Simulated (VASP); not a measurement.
**In2Ga3As5 (an interface model): single point with PBEsol**

In2Ga3As5 (an interface model):

```
In Ga As
1.0
     3.04367   -3.04367    0.00000
     0.00000    0.00000    6.08734
   -14.09658  -14.09658    0.00000
In Ga As
4 6 10
Direct
  0.98552 0.99293 0.78354
  0.00756 0.99805 0.56778
  0.49305 0.49695 0.67666
  0.50442 0.49139 0.89206
  0.99505 0.00559 0.37589
  0.98903 0.00553 0.99884
  0.01327 0.00102 0.18983
  0.49752 0.49202 0.28634
  0.50600 0.50192 0.47213
  0.49914 0.48926 0.09176
  0.00445 0.25254 0.67410
  0.98872 0.25688 0.28233
  0.98188 0.24693 0.88961
  0.01290 0.25327 0.47126
  0.98573 0.24336 0.09883
  0.51806 0.74775 0.56798
  0.49761 0.74384 0.19172
  0.50596 0.74538 0.78539
  0.48978 0.74655 0.38018
  0.49898 0.75625 0.00082
```

```json
{
  "Program": "VASP 6.6.1",
  "Task": "single point",
  "Functional": "PBEsol",
  "Potentials or basis": "VASP PAW PBE potentials, release 64 (In_d, Ga_d, As)",
  "Cutoff": "520 eV",
  "k mesh": "4 × 3 × 1",
  "Occupations": "fermi-dirac, width 0.05 eV",
  "Spin": "no spin polarisation",
  "Dipole correction": "no",
  "Further INCAR settings": "LREAL = Auto; ALGO = Normal; EDIFF = 1e-07; NBANDS = 106"
}
```

```yaml
Pressure: -1.6 GPa
Largest_force: 1.674 eV/Å
Band_gap_on_the_k_mesh: 0.22 eV, indirect (least direct gap 0.29 eV)
```

Forces on the atoms (eV/Å):
```
In   0.655 -0.231  0.239
In  -0.399 -0.845 -0.652
In   0.314 -0.253  0.235
In  -0.674  0.307  0.474
Ga  -0.197 -0.088 -0.866
Ga   0.388  0.259 -0.292
Ga  -0.497 -0.195 -1.408
Ga  -0.079  0.229 -0.221
Ga  -0.208 -0.367 -0.917
Ga  -0.607 -0.254 -0.124
As  -0.596 -0.082 -0.401
As   0.076 -0.261  0.371
As  -0.008 -1.162 -0.672
As   0.406  0.607  1.437
As   1.103  0.708  1.040
As  -0.600 -0.042 -0.187
As   0.492  0.221  0.529
As  -0.357  0.596 -0.106
As   0.441  0.267  1.091
As   0.346  0.586  0.428
```

Stress tensor (GPa, compression positive):
```
-0.70  3.86  0.52
 3.86 -0.67  0.31
 0.52  0.31 -3.35
```

Levels at points of the mesh, in eV from the valence-band top:
```csv
k point,band 87,band 88,band 89,band 90,band 91,band 92,band 93,band 94
"(0.00, 0.00, 0.00)",-0.28,-0.22,-0.11,-0.07,0.22,0.96,1.03,1.20
"(0.50, 0.00, 0.00)",-1.91,-1.84,-0.77,-0.64,1.31,1.45,1.50,1.59
```

It took 7.1 min on 1 thread of AMD EPYC 9R45 96-Core Processor (Zen 5), with other jobs on the host, peak memory 0.61 GiB.

Caveat: the PAW data sets were made with another functional, which shifts forces and pressure a little; spin-orbit coupling is left out, which moves the levels of the heavy elements.
